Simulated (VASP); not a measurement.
Here is a VASP 6.6.1 calculation.

INCAR

```
PREC = Accurate
ENCUT = 520
EDIFF = 1E-6
ISMEAR = 0
SIGMA = 0.05
LREAL = F
LASPH = T
NELM = 100
ALGO = Normal
ISIF = 2
LWAVE = F
LCHARG = T
GGA = PS
LELF = T
LVHAR = T
NBANDS = 26
```

The input KPOINTS:

```
Automatic mesh
0
Gamma
  6 6 6
```

Contents of POSCAR:

```
MgO
1.0
    4.2149416169      0.0000000000      0.0000000000
    0.0000000000     -4.2149416169      0.0000000000
    0.0000000000      0.0000000000     -4.2149416169
Mg O
4 4
Direct
   -0.0177827656      0.0177827656      0.0754458849
    0.5000000000      0.5000000000      0.0000000000
    0.5000000000      0.0000000000      0.5000000000
    0.0000000000      0.5000000000      0.5000000000
    0.5000000000      0.0000000000      0.0000000000
    0.0000000000      0.5000000000      0.0000000000
    0.0000000000      0.0000000000      0.5000000000
    0.5000000000      0.5000000000      0.5000000000
```

Potentials or basis: VASP PAW PBE potentials, release 64 (Mg, O).

Run with:

```bash
$ cat potpaw_PBE.64/Mg/POTCAR potpaw_PBE.64/O/POTCAR > POTCAR
$ mpirun -np 1 vasp_std > vasp.out
```

(1) What does it give for the largest force?

(2) Estimate the band gap on the k mesh.

(3) What does it give for the pressure?

## Answers

(1) 4.548 eV/Å.

(2) 4.59 eV, direct.

(3) 3.1 GPa.

Caveat: the cell differs from its parent crystal (atom 1 (Mg) moved by -0.106 Å along [1 1 0] and -0.318 Å along [0 0 1]); the PAW data sets were made with another functional, which shifts forces and pressure a little.
